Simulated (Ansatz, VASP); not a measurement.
**Two plane-wave programs on ZrS2**

Contents of INCAR:

```
PREC     = Accurate       # precision mode
ENCUT    = 500            # plane-wave cutoff, eV
EDIFF    = 1E-6           # SCF threshold, eV
ISMEAR   = 1              # smearing method
SIGMA    = 0.2            # smearing width, eV
LREAL    = False          # projectors in reciprocal space
LASPH    = True           # aspherical terms in the spheres
NELM     = 120            # most SCF steps
ALGO     = Normal         # electronic algorithm
ISIF     = 2              # what is computed and relaxed
LWAVE    = False          # write WAVECAR
LCHARG   = True           # write CHGCAR
GGA      = PS             # functional
LELF     = True           # ELF
LVHAR    = True         
NBANDS   = 19             # bands
GGA_COMPAT= False
```

File KPOINTS:

```
Automatic mesh
0
Gamma
  6 6 4
```

The input POSCAR:

```
ZrS2
1.0
    3.6743619272      0.0000000000      0.0000000000
   -1.8371809636      3.1820907716      0.0000000000
    0.0000000000      0.0000000000      5.8571358081
Zr S
1 2
Direct
    0.0000000000      0.0000000000      0.0000000000
    0.6666666667      0.3333333333      0.7537648223
    0.3333333333      0.6666666667      0.2462351777
```

Input for Ansatz:

```yaml
crystal:
  lattice:
    - [3.6743619272, 0.0, 0.0]
    - [-1.8371809636, 3.1820907716, 0.0]
    - [0.0, 0.0, 5.8571358081]
  atoms:
    - { symbol: Zr, position: [0.0, 0.0, 0.0] }
    - { symbol: S, position: [0.6666666667, 0.3333333333, 0.7537648223] }
    - { symbol: S, position: [0.3333333333, 0.6666666667, 0.2462351777] }
kpoints:
  mp_grid: { grid: [6, 6, 4] }
hamiltonian:
  xc: pbesol
scf:
  occupations: { method: methfessel_paxton, width: 0.2 }
  n_extra_bands: 4
output:
  forces: true
  stress: true
  eigenvalues: true
```

Alike in both runs: task single point; functional PBEsol; k mesh 6 × 6 × 4; occupations methfessel-paxton of order 1, width 0.2 eV; no spin polarisation.

```csv
,VASP,Ansatz
version,VASP 6.6.1,Ansatz 0.2.0
potentials or method,"VASP PAW PBE potentials, release 64 (Zr_sv, S)",plane waves
plane-wave cutoff (eV),500,420
valence electrons in the cell,24,24
```

Ansatz gave:

* pressure (GPa): -1.9
* traceless stress, the component that is largest in VASP (GPa): 0.97
* rms of the force components (eV/Å): 0.068

Question: What did VASP give for the same quantities?

Answer: Pressure (GPa): -1.8; traceless stress, the component that is largest in VASP (GPa): 0.95; rms of the force components (eV/Å): 0.059.

VASP's potentials were made for PBE, not for PBEsol. Atom by atom the forces differ by 0.009 eV/Å (rms over components).
